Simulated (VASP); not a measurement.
# K2NbO3 (P6/mmm) in VASP: single point with PBE

Aim: the single point of K2NbO3 with PBE.

Everything below comes from runs of VASP 6.6.1. Logs are shortened: lines on timing, memory, paths and dates and some standing lists are left out, and cuts for length are marked.

## (1) The cell of the first run

The structure is hexagonal, space group P6/mmm (No. 191). The conventional cell has a = 6.016 Å, b = 6.016 Å, c = 3.684 Å, α = 90.00°, β = 90.00°, γ = 120.00°. Within 3.3 Å of K (site symmetry -6m2) lie 6 O at 2.53 Å. Within 4.6 Å of Nb (site symmetry 6/mmm) lie 6 K at 3.47 Å and 12 O at 3.53 Å and 2 Nb at 3.68 Å. O (site symmetry mmm) has 4 K at 2.53 Å and 4 O at 3.01 Å within 3.3 Å.

The cell was generated, and may not be a known phase.

## (2) Single point, PBE, collinear spin, ferromagnetic start

File INCAR:

```
SYSTEM = K2NbO3
ALGO = Normal ; EDIFF = 1E-6
ENCUT = 520 ; GGA = PE
ISIF = 2 ; ISMEAR = 0
ISPIN = 2 ; LASPH = .True.
LCHARG = .False. ; LMAXMIX = 4
LORBIT = 11 ; LREAL = .False.
LWAVE = .False. ; MAGMOM = 0 0 3.19 0.38 0.38 0.38
NBANDS = 38 ; NELM = 150
PREC = Accurate ; SIGMA = 0.1
```

File KPOINTS:

```
k-points
0
Gamma
  6 6 10
  0 0 0
```

File POSCAR:

```
K2NbO3
1.0
    6.0155139025      0.0000000029      0.0000000000
   -3.0077569538      5.2095878549      0.0000000000
    0.0000000000      0.0000000000      3.6835997555
K Nb O
2 1 3
Direct
    0.6666666667      0.3333333333      0.0000000000
    0.3333333333      0.6666666667      0.0000000000
    0.0000000000      0.0000000000      0.0000000000
    0.5000000000      0.5000000000      0.5000000000
    0.5000000000      0.0000000000      0.5000000000
    0.0000000000      0.5000000000      0.5000000000
```

Potentials or basis: VASP PAW PBE potentials, release 64 (K_sv, Nb_sv, O).

Run with:

```
cat potpaw_PBE.64/K_sv/POTCAR potpaw_PBE.64/Nb_sv/POTCAR potpaw_PBE.64/O/POTCAR > POTCAR
mpirun -np 1 vasp_std > vasp.out
```

OUTCAR:

```text
SYSTEM = K2NbO3
   EDIFF = 1E-6
   ENCUT = 520
   GGA = PE
   ISIF = 2
   ISMEAR = 0
   ISPIN = 2
   LASPH = .True.
   LORBIT = 11
   LREAL = .False.
   NELM = 150
   PREC = Accurate

 ion  position               nearest neighbor table
   1  0.667  0.333  0.000-   5 2.53   5 2.53   6 2.53   6 2.53   4 2.53   4 2.53   2 3.47   2 3.47
                             2 3.47
   2  0.333  0.667  0.000-   5 2.53   5 2.53   6 2.53   6 2.53   4 2.53   4 2.53   1 3.47   1 3.47
                             1 3.47
   3  0.000  0.000  0.000-
   4  0.500  0.500  0.500-   1 2.53   2 2.53   1 2.53   2 2.53
   5  0.500  0.000  0.500-   1 2.53   2 2.53   1 2.53   2 2.53
   6  0.000  0.500  0.500-   1 2.53   2 2.53   1 2.53   2 2.53

  LATTYP: Found a hexagonal cell.
 ALAT       =     6.0155139025
 C/A-ratio  =     0.6123499696

  Lattice vectors:

 A1 = (   6.0155139025,   0.0000000029,   0.0000000000)
 A2 = (  -3.0077569538,   5.2095878549,   0.0000000000)
 A3 = (   0.0000000000,   0.0000000000,   3.6835997555)

Analysis of symmetry for initial positions (statically):
=====================================================================
 Subroutine PRICEL returns:
 Original cell was already a primitive cell.

 Routine SETGRP: Setting up the symmetry group for a
 hexagonal supercell.

 Subroutine GETGRP returns: Found 24 space group operations
 (whereof 24 operations were pure point group operations)
 out of a pool of 24 trial point group operations.

The static configuration has the point symmetry D_6h.

Analysis of symmetry for dynamics (positions and initial velocities):
=====================================================================
 Subroutine PRICEL returns:
 Original cell was already a primitive cell.

 Routine SETGRP: Setting up the symmetry group for a
 hexagonal supercell.

 Subroutine GETGRP returns: Found 24 space group operations
 (whereof 24 operations were pure point group operations)
 out of a pool of 24 trial point group operations.

The dynamic configuration has the point symmetry D_6h.

Analysis of structural, dynamic, and magnetic symmetry:
=====================================================================
 Subroutine PRICEL returns:
 Original cell was already a primitive cell.

 Routine SETGRP: Setting up the symmetry group for a
 hexagonal supercell.

 Subroutine GETGRP returns: Found 24 space group operations
 (whereof 24 operations were pure point group operations)
 out of a pool of 24 trial point group operations.

The overall configuration has the point symmetry D_6h.

 Subroutine INISYM returns: Found 24 space group operations
 (whereof 24 operations are pure point group operations),
 and found     1 'primitive' translations

----------------------------------------------------------------------------------------

                                     Primitive cell

  volume of cell :     115.4379

  direct lattice vectors                    reciprocal lattice vectors
     6.015513903  0.000000003  0.000000000     0.166236836  0.095976882  0.000000000
    -3.007756954  5.209587855  0.000000000    -0.000000000  0.191953764  0.000000000
     0.000000000  0.000000000  3.683599755     0.000000000  0.000000000  0.271473576

  length of vectors
     6.015513903  6.015513902  3.683599755     0.191953764  0.191953764  0.271473576

  position of ions in fractional coordinates (direct lattice)
     0.666666667  0.333333333  0.000000000
     0.333333333  0.666666667  0.000000000
     0.000000000  0.000000000  0.000000000
     0.500000000  0.500000000  0.500000000
     0.500000000  0.000000000  0.500000000
     1.000000000  0.500000000  0.500000000

  ion indices of the primitive-cell ions
   primitive index   ion index
                 1           1
                 2           2
                 3           3
                 4           4
                 5           5
                 6           6

----------------------------------------------------------------------------------------

 KPOINTS: k-points

Automatic generation of k-mesh.
 Grid dimensions read from file:
 generate k-points for:    6    6   10

 Generating k-lattice:

  Cartesian coordinates                     Fractional coordinates (reciprocal lattice)
     0.027706139  0.015996147  0.000000000     0.166666667 -0.000000000  0.000000000
    -0.000000000  0.031992294  0.000000000     0.000000000  0.166666667  0.000000000
     0.000000000  0.000000000  0.027147358     0.000000000  0.000000000  0.100000000

  Length of vectors
     0.031992294  0.031992294  0.027147358

  Shift w.r.t. Gamma in fractional coordinates (k-lattice)
     0.000000000  0.000000000  0.000000000

 Subroutine IBZKPT returns following result:
 ===========================================

 Found     42 irreducible k-points:

 Following reciprocal coordinates:
            Coordinates               Weight
  0.000000  0.000000  0.000000      1.000000
  0.166667 -0.000000  0.000000      6.000000
  0.333333 -0.000000  0.000000      6.000000
  0.500000 -0.000000  0.000000      3.000000
  0.166667  0.166667  0.000000      6.000000
  0.333333  0.166667  0.000000     12.000000
[... 16 lines left out ...]
  0.166667 -0.000000  0.300000     12.000000
  0.333333 -0.000000  0.300000     12.000000
 [... further k-points ...]
   k-points           NKPTS =     42   k-points in BZ     NKDIM =     42   number of bands    NBANDS=     38
   number of dos      NEDOS =    301   number of ions     NIONS =      6
   total plane-waves  NPLWV =  64512
   dimension x,y,z NGX =    48 NGY =   48 NGZ =   28
   dimension x,y,z NGXF=    96 NGYF=   96 NGZF=   56
   ions per type =               2   1   3
   NGX,Y,Z   is equivalent  to a cutoff of  13.27, 13.27, 12.64 a.u.
   NGXF,Y,Z  is equivalent  to a cutoff of  26.53, 26.53, 25.27 a.u.
 SYSTEM =  K2NbO3
   PREC   = accura    normal or accurate (medium, high low for compatibility)
   ISTART =      0    job   : 0-new  1-cont  2-samecut
   ICHARG =      2    charge: 1-file 2-atom 10-const
   ISPIN  =      2    spin polarized calculation?
   LNONCOLLINEAR =      F non collinear calculations
   LSORBIT =      F    spin-orbit coupling
   LASPH  =      T    aspherical Exc in radial PAW
   ENCUT  =  520.0 eV  38.22 Ry    6.18 a.u.  11.18 11.18  6.85*2*pi/ulx,y,z
   NELM   =    150;   NELMIN=  2; NELMDL= -5     # of ELM steps
   EDIFF  = 0.1E-05   stopping-criterion for ELM
   LREAL  =      F    real-space projection
   EDIFFG = 0.1E-04   stopping-criterion for IOM
   NSW    =      0    number of steps for IOM
   IBRION =     -1    ionic relax: 0-MD 1-quasi-New 2-CG
   NFREE  =      0    steps in history (QN), initial steepest desc. (CG)
   ISIF   =      2    stress and relaxation
   ISYM   =      2    0-nonsym 1-usesym 2-fastsym
   POTIM  = 0.5000    time-step for ionic-motion
   TEBEG  =    0.0;   TEEND  =   0.0 temperature during run
   PSTRESS=    0.0 pullay stress
   NELECT =      49.0000    total number of electrons
   NUPDOWN=      -1.0000    fix difference up-down
   EMIN   =  10.00;   EMAX   =-10.00  energy-range for DOS
   EFERMI =   0.00;   METHOD = LEGACY
   ISMEAR =     0;   SIGMA  =   0.10  broadening in eV -4-tet -1-fermi 0-gaus
   EFERMI_NEDOS =   21; number of points for ismear=-14 and -15
   IALGO  =     38    algorithm
   IMIX   =      4    mixing-type and parameters
     AMIX     =   0.40;   BMIX     =  1.00
     AMIX_MAG =   1.60;   BMIX_MAG =  1.00
  volume/ion in A,a.u.               =      19.24       129.84
  Fermi-wavevector in a.u.,A,eV,Ry     =   1.230337  2.324999 20.595528  1.513729
  Thomas-Fermi vector in A             =   2.365189
   LORBIT       =     11    0 simple, 1 ext, 2 COOP (PROOUT), +10 PAW based schemes
   GGA     = PE    functional components
   LHFCALC =     F    Hartree Fock is set to
   AEXX    =    0.0000 exact exchange contribution
   IVDW    =     0    specifies the selected vdW correction
   LEPSILON=     F    determine dielectric tensor
   LRPA    =     F    only Hartree local field effects (RPA)
 spin polarized calculation
 Gauss-broadening in eV      SIGMA  =   0.10
  energy-cutoff  :      520.00
  volume of cell :      115.44
 maximum number of plane-waves:      3146
 NGX is ok and might be reduce to    48
   NGX = 23   NGY = 23   NGZ = 13

 number of electron      49.0000011 magnetization       0.0009579

 number of electron      49.0000012 magnetization      -0.0003482

 Free energy of the ion-electron system (eV)
  ---------------------------------------------------
  ext. energy  EPLUGINS =         0.00000000
  ---------------------------------------------------
  free energy    TOTEN  =       -22.00111858 eV

  energy without entropy =      -21.91591453  energy(sigma->0) =      -21.95851656

 E-fermi :   0.9674     XC(G=0):  -9.2790

 val. band max:        0.9656913401   @ k =   0.5000  -0.0000   0.3000
 cond. band min:       0.9716650024   @ k =   0.1667  -0.0000   0.2000
 fundamental gap:      0.0059736623
 Fermi energy:         0.9673896331

 spin component 1

 k-point     1 :       0.0000    0.0000    0.0000
  band No.  band energies     occupation
      1     -55.3398      1.00000
      2     -31.3801      1.00000
      3     -31.3801      1.00000
      4     -31.2023      1.00000
      5     -26.1331      1.00000
      6     -26.0077      1.00000
[... 28 lines left out ...]
     35      10.6573      0.00000
     36      11.5575      0.00000

 k-point     2 :       0.1667   -0.0000    0.0000
  band No.  band energies     occupation
      1     -55.3398      1.00000
      2     -31.3802      1.00000
      3     -31.3801      1.00000
      4     -31.2023      1.00000
      5     -26.1255      1.00000
      6     -26.0152      1.00000
[... 28 lines left out ...]
     35      10.5092      0.00000
     36      11.5578      0.00000
[... 817 lines left out ...]
     35      11.0236      0.00000
     36      11.4283      0.00000

 k-point    24 :       0.3333   -0.0000    0.3000
  band No.  band energies     occupation
      1     -55.3375      1.00000
      2     -31.3770      1.00000
      3     -31.3767      1.00000
      4     -31.2430      1.00000
      5     -26.0695      1.00000
      6     -26.0069      1.00000
[... 28 lines left out ...]
     35      10.7485      0.00000
     36      11.1559      0.00000

 [... further k-points ...]

 spin component 2

 k-point     1 :       0.0000    0.0000    0.0000
  band No.  band energies     occupation
      1     -55.3401      1.00000
      2     -31.3803      1.00000
      3     -31.3803      1.00000
      4     -31.2029      1.00000
      5     -26.1331      1.00000
      6     -26.0077      1.00000
[... 28 lines left out ...]
     35      10.6574      0.00000
     36      11.5575      0.00000

 k-point     2 :       0.1667   -0.0000    0.0000
  band No.  band energies     occupation
      1     -55.3401      1.00000
      2     -31.3804      1.00000
      3     -31.3803      1.00000
      4     -31.2029      1.00000
      5     -26.1255      1.00000
      6     -26.0152      1.00000
[... 28 lines left out ...]
     35      10.5092      0.00000
     36      11.5574      0.00000
[... 817 lines left out ...]
     35      11.0236      0.00000
     36      11.4283      0.00000

 k-point    24 :       0.3333   -0.0000    0.3000
  band No.  band energies     occupation
      1     -55.3378      1.00000
      2     -31.3773      1.00000
      3     -31.3770      1.00000
      4     -31.2436      1.00000
      5     -26.0695      1.00000
      6     -26.0069      1.00000
[... 28 lines left out ...]
     35      10.7484      0.00000
     36      11.1558      0.00000

 [... further k-points ...]

 [bands above 36 left out]

------------------------ aborting loop because EDIFF is reached ----------------------------------------

  FORCE on cell =-STRESS in cart. coord.  units (eV):
  Direction    XX          YY          ZZ          XY          YZ          ZX
  --------------------------------------------------------------------------------------
  -------------------------------------------------------------------------------------
  Total       -0.5259402     -0.5259402     -4.8492979      0.0000000      0.0000000      0.0000000
  in kB       -7.2995897     -7.2995897    -67.3040053      0.0000000      0.0000000      0.0000000
  external PRESSURE =     -27.3010615 kB  Pullay stress =       0.0000000 kB

 VOLUME and BASIS-vectors are now :
 -----------------------------------------------------------------------------
  energy-cutoff  :      520.00
  volume of cell :      115.44
      direct lattice vectors                 reciprocal lattice vectors
     6.015513903  0.000000003  0.000000000     0.166236836  0.095976882  0.000000000
    -3.007756954  5.209587855  0.000000000    -0.000000000  0.191953764  0.000000000
     0.000000000  0.000000000  3.683599755     0.000000000  0.000000000  0.271473576

 POSITION                                       TOTAL-FORCE (eV/Angst)
 -----------------------------------------------------------------------------------
      3.00776      1.73653      0.00000         0.000000      0.000000     -0.000000
     -0.00000      3.47306      0.00000        -0.000000     -0.000000      0.000000
      0.00000      0.00000      0.00000         0.000000      0.000000      0.000000
      1.50388      2.60479      1.84180         0.000000      0.000000      0.000000
      3.00776      0.00000      1.84180         0.000000      0.000000      0.000000
     -1.50388      2.60479      1.84180         0.000000      0.000000      0.000000
 -----------------------------------------------------------------------------------
    total drift:                               -0.000000      0.000000     -0.000000

  FREE ENERGIE OF THE ION-ELECTRON SYSTEM (eV)
  ---------------------------------------------------
  free  energy   TOTEN  =       -22.0011185790 eV

  energy  without entropy=      -21.9159145324  energy(sigma->0) =      -21.95851656

 total charge

# of ion       s       p       d       tot
------------------------------------------
    1        1.976   5.610   0.077   7.663
    2        1.976   5.610   0.077   7.663
    3        2.085   5.885   2.373  10.343
    4        1.597   3.173   0.000   4.770
    5        1.597   3.173   0.000   4.770
    6        1.597   3.173   0.000   4.770
--------------------------------------------------
tot         10.828  26.623   2.527  39.979

 magnetization (x)

# of ion       s       p       d       tot
------------------------------------------
    1       -0.000  -0.000  -0.000  -0.000
    2       -0.000  -0.000  -0.000  -0.000
    3       -0.000  -0.000  -0.001  -0.001
    4       -0.000   0.000   0.000   0.000
    5       -0.000   0.000   0.000   0.000
    6       -0.000   0.000   0.000   0.000
--------------------------------------------------
tot         -0.000   0.000  -0.001  -0.001
```

Wall time 8.9 min (1 thread of Intel Xeon 6975P-C (Granite Rapids), shared host); peak memory 0.47 GiB.

What came out:

```
Free energy                                           : -22.0011 eV
Pressure                                              : -2.7 GPa
Net moment                                            : 0.00 μB per cell
Valence electrons inside the program's atomic spheres : K 7.66; Nb 10.34; O 4.77
```

Stress tensor (GPa, compression positive):
```
-0.73  0.00  0.00
 0.00 -0.73  0.00
 0.00  0.00 -6.73
```

Levels at points of the mesh, in eV from the Fermi level:
Spin up:
| k point | band 21 | band 22 | band 23 | band 24 | band 25 | band 26 | band 27 | band 28 |
| --- | --- | --- | --- | --- | --- | --- | --- | --- |
| (0.00, 0.00, 0.00) | -0.82 | -0.27 | -0.21 | -0.06 | -0.06 | -0.05 | 0.20 | 0.20 |
| (0.50, 0.00, 0.00) | -0.81 | -0.69 | -0.64 | -0.59 | -0.10 | 0.12 | 0.55 | 0.64 |
| (0.00, 0.00, 0.50) | -0.76 | -0.13 | -0.09 | -0.09 | 0.31 | 0.31 | 0.64 | 0.64 |
| (0.50, 0.00, 0.50) | -0.59 | -0.56 | -0.55 | -0.23 | -0.03 | -0.01 | 0.14 | 0.50 |
Spin down:
```csv
k point,band 20,band 21,band 22,band 23,band 24,band 25,band 26,band 27,band 28,band 29
"(0.00, 0.00, 0.00)",-0.82,-0.82,-0.27,-0.21,-0.06,-0.06,-0.05,0.20,0.20,0.55
"(0.50, 0.00, 0.00)",-0.88,-0.81,-0.69,-0.64,-0.59,-0.10,0.12,0.55,0.64,0.77
"(0.00, 0.00, 0.50)",-0.76,-0.76,-0.13,-0.09,-0.09,0.31,0.31,0.64,0.64,0.77
"(0.50, 0.00, 0.50)",-0.85,-0.59,-0.56,-0.55,-0.24,-0.03,-0.01,0.14,0.50,0.54
```

Caveat: the stress differs along the axes, from -7 to -1 GPa.
